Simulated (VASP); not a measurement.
# Au (I4/mmm) in VASP: a series of runs, part 2 of 2

VASP 6.6.1.

**5. Single point, r2SCAN (strain +0.030 along x and y, -0.015 along z)**

File POSCAR:

```
Au
1.0
   -1.7069870700      1.7069870700      1.6324099650
    1.7069870700     -1.7069870700      1.6324099650
    1.7069870700      1.7069870700     -1.6324099650
Au
1
Direct
    0.0000000000      0.0000000000      0.0000000000
```

File INCAR.step1:

```
PREC     = Accurate       # precision mode
ENCUT    = 520            # plane-wave cutoff, eV
ISMEAR   = 0              # smearing method
SIGMA    = 0.15           # smearing width, eV
LREAL    = False          # projectors in reciprocal space
LASPH    = True           # aspherical terms in the spheres
NELM     = 80             # most SCF steps
NBANDS   = 12             # bands
GGA      = PE             # functional
ALGO     = Normal         # electronic algorithm
EDIFF    = 1E-4           # SCF threshold, eV
LWAVE    = True           # write WAVECAR
LCHARG   = False          # write CHGCAR
```

File INCAR.step2:

```
PREC     = Accurate       # precision mode
ENCUT    = 520            # plane-wave cutoff, eV
EDIFF    = 1E-6           # SCF threshold, eV
ISMEAR   = 0              # smearing method
SIGMA    = 0.15           # smearing width, eV
LREAL    = False          # projectors in reciprocal space
LASPH    = True           # aspherical terms in the spheres
NELM     = 80             # most SCF steps
ALGO     = Normal         # electronic algorithm
ISIF     = 2              # what is computed and relaxed
LWAVE    = False          # write WAVECAR
LCHARG   = False          # write CHGCAR
METAGGA  = R2SCAN         # meta-GGA
LMIXTAU  = True         
NBANDS   = 12             # bands
ISTART   = 1
```

File KPOINTS:

```
regular mesh
0
Gamma
  20 20 20
```

Potentials or basis: VASP PAW PBE potentials, release 64 (Au).

The run is started by

```sh
$ cat potpaw_PBE.64/Au/POTCAR > POTCAR
$ cp INCAR.step1 INCAR
$ mpirun -np 1 vasp_std > vasp.out
$ cp INCAR.step2 INCAR
$ mpirun -np 1 vasp_std > vasp.out
```

OUTCAR:

```text
PREC = Accurate
   ENCUT = 520
   EDIFF = 1E-6
   ISMEAR = 0
   LREAL = False
   LASPH = True
   NELM = 80
   ISIF = 2
   METAGGA = R2SCAN
   ISTART = 1

 ion  position               nearest neighbor table
   1  0.000  0.000  0.000-

  LATTYP: Found a body centered tetragonal cell.
 ALAT       =     3.4139741400
 C/A-ratio  =     0.9563106796

  Lattice vectors:

 A1 = (  -1.7069870700,   1.7069870700,   1.6324099650)
 A2 = (   1.7069870700,  -1.7069870700,   1.6324099650)
 A3 = (   1.7069870700,   1.7069870700,  -1.6324099650)

Analysis of symmetry for initial positions (statically):
=====================================================================
 Subroutine PRICEL returns:
 Original cell was already a primitive cell.

 Routine SETGRP: Setting up the symmetry group for a
 body centered tetragonal supercell.

 Subroutine GETGRP returns: Found 16 space group operations
 (whereof 16 operations were pure point group operations)
 out of a pool of 16 trial point group operations.

The static configuration has the point symmetry D_4h.

Analysis of symmetry for dynamics (positions and initial velocities):
[... 169 lines left out ...]
      3       3.1465      2.00000
      4       3.1465      2.00000
      5       4.5409      2.00000
      6       4.8368      2.00000
      7      24.6767      0.00000
      8      24.6767      0.00000
      9      25.4956      0.00000
     10      30.4566      0.00000
     11      30.4566      0.00000
     12      31.7262      0.00000
[... 331 lines left out ...]
 k-point    24 :      -0.3500    0.0500    0.0000
  band No.  band energies     occupation
      1       1.0727      2.00000
      2       2.3121      2.00000
      3       3.8975      2.00000
      4       4.5820      2.00000
      5       4.8015      2.00000
      6       5.2385      2.00000
      7      16.5148      0.00000
      8      21.5259      0.00000
      9      22.8449      0.00000
     10      27.6841      0.00000
     11      28.3715      0.00000
     12      31.6141      0.00000

 [... further k-points ...]

------------------------ aborting loop because EDIFF is reached ----------------------------------------

  FORCE on cell =-STRESS in cart. coord.  units (eV):
  Direction    XX          YY          ZZ          XY          YZ          ZX
  --------------------------------------------------------------------------------------
  -------------------------------------------------------------------------------------
  Total       -1.0670192     -1.0670192     -1.1263189      0.0000000     -0.0000000      0.0000000
  in kB      -89.8531163    -89.8531163    -94.8467046      0.0000000     -0.0000000      0.0000000
  external PRESSURE =     -91.5176457 kB  Pullay stress =       0.0000000 kB

 VOLUME and BASIS-vectors are now :
 -----------------------------------------------------------------------------
  energy-cutoff  :      520.00
  volume of cell :       19.03
      direct lattice vectors                 reciprocal lattice vectors
    -1.706987070  1.706987070  1.632409965     0.000000000  0.292913759  0.306295606
     1.706987070 -1.706987070  1.632409965     0.292913759  0.000000000  0.306295606
     1.706987070  1.706987070 -1.632409965     0.292913759  0.292913759  0.000000000

 POSITION                                       TOTAL-FORCE (eV/Angst)
 -----------------------------------------------------------------------------------
      0.00000      0.00000      0.00000        -0.000000     -0.000000      0.000000
 -----------------------------------------------------------------------------------
    total drift:                                0.000000      0.000000     -0.000000

  FREE ENERGIE OF THE ION-ELECTRON SYSTEM (eV)
  ---------------------------------------------------
  free  energy   TOTEN  =       -50.5332880732 eV

  energy  without entropy=      -50.5284434688  energy(sigma->0) =      -50.53086577
```

Run time: 2.3 min. Hardware: 1 thread of Intel Xeon 6975P-C (Granite Rapids), shared host; peak memory 0.26 GiB.

Results:

* Free energy: -50.5333 eV
* Pressure: -9.2 GPa
* Band gap on the k mesh: zero (an odd number of electrons rules out a gap without spin polarisation)

Caveat: the cell differs from its parent crystal (strain +0.030 along x and y, -0.015 along z); the cell stands under tension; the PAW data sets were made with another functional, which shifts forces and pressure a little; spin-orbit coupling is left out, which moves the levels of the heavy elements.

**6. Summary**

```csv
cell,gap on the mesh (eV),pressure (GPa)
"a = 2.885 Å, angles 109.9, 109.9, 108.7°, 1 atom",none,-6.3
"a = 2.899 Å, angles 110.3, 110.3, 107.9°, 1 atom",none,-7.8
"a = 2.899 Å, angles 109.1, 109.1, 110.3°, 1 atom",none,-7.8
"a = 2.914 Å, angles 108.3, 108.3, 111.9°, 1 atom",none,-9.2
```

Alike in all rows: task single point; level r2SCAN; potentials or basis VASP PAW PBE potentials, release 64 (Au); no spin polarisation; k mesh 20 × 20 × 20; cutoff (eV) 520; smearing gaussian 0.15 eV.

Caveats: the cell stands under tension; the PAW data sets were made with another functional, which shifts forces and pressure a little; spin-orbit coupling is left out, which moves the levels of the heavy elements.

Total energies depend on the potentials used, so only differences within one code and one set of settings carry meaning.
